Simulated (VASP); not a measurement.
# KOs (P-6m2) in VASP: notebook, part 2 of 2

VASP 6.6.1.

## Step 3: Single point, PBE

This run uses another cell than the first one, of 19.37 Å³/atom.

Contents of INCAR:

```
SYSTEM = KOs
ALGO = Fast
EDIFF = 1E-6
ENCUT = 520
GGA = PE
ISIF = 2
ISMEAR = 0
LASPH = .True.
LCHARG = .True.
LELF = .True.
LREAL = .False.
LVHAR = .True.
LWAVE = .False.
NBANDS = 16
NELM = 100
PREC = Accurate
SIGMA = 0.1
```

Contents of KPOINTS:

```
k-points
0
Gamma
  24 24 10
  0 0 0
```

Contents of POSCAR:

```
KOs
1.0
    2.7736050746      0.0000000000      0.0000000000
   -1.3868025373      2.4020124546      0.0000000000
    0.0000000000      0.0000000000      5.8146354099
K Os
1 1
Direct
    0.3333333333      0.6666666667      0.5000000000
    0.0000000000      0.0000000000      0.0000000000
```

Potentials or basis: VASP PAW PBE potentials, release 64 (K_sv, Os).

The run is started by

```bash
cat potpaw_PBE.64/K_sv/POTCAR potpaw_PBE.64/Os/POTCAR > POTCAR
mpirun -np 1 vasp_std > vasp.out
```

OUTCAR:

```text
SYSTEM = KOs
   EDIFF = 1E-6
   ENCUT = 520
   GGA = PE
   ISIF = 2
   ISMEAR = 0
   LASPH = .True.
   LREAL = .False.
   NELM = 100
   PREC = Accurate

 ion  position               nearest neighbor table
   1  0.333  0.667  0.500-   2 3.32   2 3.32   2 3.32   2 3.32   2 3.32   2 3.32
   2  0.000  0.000  0.000-   1 3.32   1 3.32   1 3.32   1 3.32   1 3.32   1 3.32

  LATTYP: Found a hexagonal cell.
 ALAT       =     2.7736050746
 C/A-ratio  =     2.0964179303

  Lattice vectors:

 A1 = (   2.7736050746,   0.0000000000,   0.0000000000)
 A2 = (  -1.3868025373,   2.4020124546,   0.0000000000)
 A3 = (   0.0000000000,   0.0000000000,   5.8146354099)

Analysis of symmetry for initial positions (statically):
=====================================================================
 Subroutine PRICEL returns:
 Original cell was already a primitive cell.

 Routine SETGRP: Setting up the symmetry group for a
 hexagonal supercell.

 Subroutine GETGRP returns: Found 12 space group operations
 (whereof 12 operations were pure point group operations)
 out of a pool of 24 trial point group operations.

The static configuration has the point symmetry D_3h.

Analysis of symmetry for dynamics (positions and initial velocities):
=====================================================================
 Subroutine PRICEL returns:
 Original cell was already a primitive cell.

 Routine SETGRP: Setting up the symmetry group for a
 hexagonal supercell.

 Subroutine GETGRP returns: Found 12 space group operations
 (whereof 12 operations were pure point group operations)
 out of a pool of 24 trial point group operations.

The dynamic configuration has the point symmetry D_3h.

 Subroutine INISYM returns: Found 12 space group operations
 (whereof 12 operations are pure point group operations),
 and found     1 'primitive' translations

----------------------------------------------------------------------------------------

                                     Primitive cell

  volume of cell :      38.7385
[... 105 lines left out ...]
   EFERMI_NEDOS =   21; number of points for ismear=-14 and -15
   IALGO  =     68    algorithm
   IMIX   =      4    mixing-type and parameters
     AMIX     =   0.40;   BMIX     =  1.00
     AMIX_MAG =   1.60;   BMIX_MAG =  1.00
  volume/ion in A,a.u.               =      19.37       130.71
  Fermi-wavevector in a.u.,A,eV,Ry     =   1.244067  2.350945 21.057765  1.547702
  Thomas-Fermi vector in A             =   2.378350
   LORBIT       =      0    0 simple, 1 ext, 2 COOP (PROOUT), +10 PAW based schemes
   GGA     = PE    functional components
   LHFCALC =     F    Hartree Fock is set to
   AEXX    =    0.0000 exact exchange contribution
   IVDW    =     0    specifies the selected vdW correction
   LEPSILON=     F    determine dielectric tensor
   LRPA    =     F    only Hartree local field effects (RPA)
 non-spin polarized calculation
 RMM-DIIS sequential band-by-band and
 Gauss-broadening in eV      SIGMA  =   0.10
  energy-cutoff  :      520.00
  volume of cell :       38.74
 maximum number of plane-waves:      1062
 NGX is ok and might be reduce to    24
   NGX = 11   NGY = 11   NGZ = 21

 number of electron      17.0000000 magnetization

 Free energy of the ion-electron system (eV)
  ---------------------------------------------------
  ext. energy  EPLUGINS =         0.00000000
  ---------------------------------------------------
  free energy    TOTEN  =        -9.67326364 eV

  energy without entropy =       -9.66379786  energy(sigma->0) =       -9.66853075

 E-fermi :   5.0418     XC(G=0): -11.1136

 val. band max:        5.0357634620   @ k =   0.4167   0.1250   0.2000
 cond. band min:       5.0418976933   @ k =   0.3333   0.0833   0.1000
 fundamental gap:      0.0061342314
 Fermi energy:         5.0418009966

 k-point     1 :       0.0000    0.0000    0.0000
  band No.  band energies     occupation
      1     -28.1723      2.00000
      2     -11.2265      2.00000
      3      -9.6007      2.00000
      4      -9.6007      2.00000
      5      -2.2377      2.00000
      6       1.8515      2.00000
[... 433 lines left out ...]
      3     -10.4191      2.00000
      4     -10.3789      2.00000
      5       0.1060      2.00000
      6       1.7113      2.00000
[... 8 lines left out ...]
     15      13.9782      0.00000
     16      14.9180      0.00000

 [... further k-points ...]
[... 5 lines left out ...]
  --------------------------------------------------------------------------------------
  -------------------------------------------------------------------------------------
  Total        0.0759139      0.0759139     -0.0254136      0.0000000      0.0000000     -0.0000000
  in kB        3.1397093      3.1397093     -1.0510764      0.0000000      0.0000000     -0.0000000
  external PRESSURE =       1.7427807 kB  Pullay stress =       0.0000000 kB

 VOLUME and BASIS-vectors are now :
 -----------------------------------------------------------------------------
  energy-cutoff  :      520.00
  volume of cell :       38.74
      direct lattice vectors                 reciprocal lattice vectors
     2.773605075  0.000000000  0.000000000     0.360541596  0.208158787  0.000000000
    -1.386802537  2.402012455  0.000000000     0.000000000  0.416317575  0.000000000
     0.000000000  0.000000000  5.814635410     0.000000000  0.000000000  0.171979828

 POSITION                                       TOTAL-FORCE (eV/Angst)
 -----------------------------------------------------------------------------------
     -0.00000      1.60134      2.90732        -0.000000      0.000000      0.000000
      0.00000      0.00000      0.00000         0.000000      0.000000      0.000000
 -----------------------------------------------------------------------------------
    total drift:                                0.000000     -0.000000     -0.000000

  FREE ENERGIE OF THE ION-ELECTRON SYSTEM (eV)
  ---------------------------------------------------
  free  energy   TOTEN  =        -9.6732636384 eV

  energy  without entropy=       -9.6637978639  energy(sigma->0) =       -9.66853075
```

Run time: 6.4 min. Hardware: 1 thread of Intel Xeon 8259CL, shared host; peak memory 0.36 GiB.

Results:

```
Free energy            : -9.6733 eV
Pressure               : 0.2 GPa
Band gap on the k mesh : zero (an odd number of electrons rules out a gap without spin polarisation)
```

Levels at points of the mesh, in eV from the Fermi level:
```csv
k point,band 6,band 7,band 8,band 9,band 10,band 11,band 12,band 13
"(0.00, 0.00, 0.00)",-3.19,-1.59,-1.59,0.61,1.09,1.09,1.85,5.57
"(0.50, 0.00, 0.00)",-3.36,-1.14,0.15,0.78,1.28,1.89,2.91,6.64
"(0.00, 0.00, 0.50)",-2.27,-1.68,-1.59,-1.59,1.08,1.08,2.17,5.63
"(0.50, 0.00, 0.50)",-3.51,-1.70,0.22,1.02,1.45,2.91,4.16,4.90
```

Caveat: spin-orbit coupling is left out, which moves the levels of the heavy elements.

## Step 4: Relaxation of cell and atoms, PBE

This run uses another cell than the first one, of 19.30 Å³/atom.

Contents of INCAR:

```
ALGO = Fast
EDIFF = 1E-7
EDIFFG = -0.01
ENCUT = 600
GGA = PE
IBRION = 2
ISIF = 3
ISMEAR = 0
LASPH = True
LCHARG = False
LREAL = False
LWAVE = False
NELM = 100
NSW = 100
PREC = Accurate
SIGMA = 0.1
```

Contents of KPOINTS:

```
k-points
0
Gamma
  24 24 10
```

Contents of POSCAR:

```
KOs
1.0
    2.7693506851      0.0000000000      0.0000000000
   -1.3846753425      2.3983280453      0.0000000000
    0.0000000000      0.0000000000      5.8111348777
K Os
1 1
Direct
    0.3333333333      0.6666666667      0.5000000000
    0.0000000000      0.0000000000      0.0000000000
```

The run is started by

```bash
cat potpaw_PBE.64/K_sv/POTCAR potpaw_PBE.64/Os/POTCAR > POTCAR
mpirun -np 1 vasp_std > vasp.out
```

Run time: 15 min. Hardware: 1 thread of Intel Xeon 8259CL, shared host; peak memory 0.4 GiB.

Results (log left out):

| Item | Value |
| --- | --- |
| Free energy | -9.6741 eV |
| Relaxed volume | 19.41 Å³/atom |
| Relaxed cell | a = 2.776 Å, b = 2.776 Å, c = 5.814 Å, α = 90.00°, β = 90.00°, γ = 120.00° |
| Space group after relaxing (to 0.1 Å) | P-6m2 (No. 187) |
| Energy gained by relaxing | 6.1 meV/atom |
| Ionic steps | 4 |
| Pressure after relaxing | 0.0 GPa |
| Band gap on the k mesh | zero (an odd number of electrons rules out a gap without spin polarisation) |

Step by step:
```csv
step,energy change (eV),largest force (eV/Å),pressure (GPa),volume (Å³)
1,0.0000,0.0000,0.77,38.60
2,-0.0112,0.0000,-0.90,39.12
3,-0.0123,0.0000,-0.08,38.84
4,-0.0123,0.0000,-0.03,38.82
```

Final structure:
```
CELL_PARAMETERS angstrom
2.77649 0.00000 0.00000
-1.38825 2.40451 0.00000
0.00000 0.00000 5.81435
ATOMIC_POSITIONS crystal
K 0.33333 0.66667 0.50000
Os 0.00000 0.00000 0.00000
```

Levels at points of the mesh, in eV from the Fermi level:
```tsv
k point	band 7	band 8	band 9	band 10	band 11	band 12
(0.00, 0.00, 0.00)	-1.58	-1.58	0.62	1.08	1.08	1.86
(0.50, 0.00, 0.00)	-1.14	0.15	0.78	1.29	1.90	2.89
(0.00, 0.00, 0.50)	-1.67	-1.58	-1.58	1.07	1.07	2.18
(0.50, 0.00, 0.50)	-1.69	0.22	1.03	1.45	2.89	4.17
```

Caveat: spin-orbit coupling is left out, which moves the levels of the heavy elements.

## Step 5: The runs side by side

```csv
task,cell,k mesh,cutoff (eV),gap on the mesh (eV),pressure (GPa),relaxed volume (Å³/atom)
relaxation of cell and atoms,"relaxed from a = 4.060, b = 4.060, c = 5.772 Å, angles 90.0, 90.0, 120.0°, 2 atoms",6 × 6 × 4,600,none,-0.2,19.39
single point,"a = 2.774, b = 2.774, c = 5.815 Å, angles 90.0, 90.0, 120.0°, 2 atoms",24 × 24 × 10,520,none,0.2,-
relaxation of cell and atoms,"relaxed from a = 2.769, b = 2.769, c = 5.811 Å, angles 90.0, 90.0, 120.0°, 2 atoms",24 × 24 × 10,600,none,0.0,19.41
```

Alike in all rows: level PBE; potentials or basis VASP PAW PBE potentials, release 64 (K_sv, Os); no spin polarisation; smearing gaussian 0.1 eV.

Caveats: spin-orbit coupling is left out, which moves the levels of the heavy elements; the volume moved by over 15 % at a fixed basis, so the end points are rough (at least some runs).

Absolute energies hang on the potentials; compare differences alone.

The gap in the log of VASP goes by the Fermi energy; the results here count the filled bands.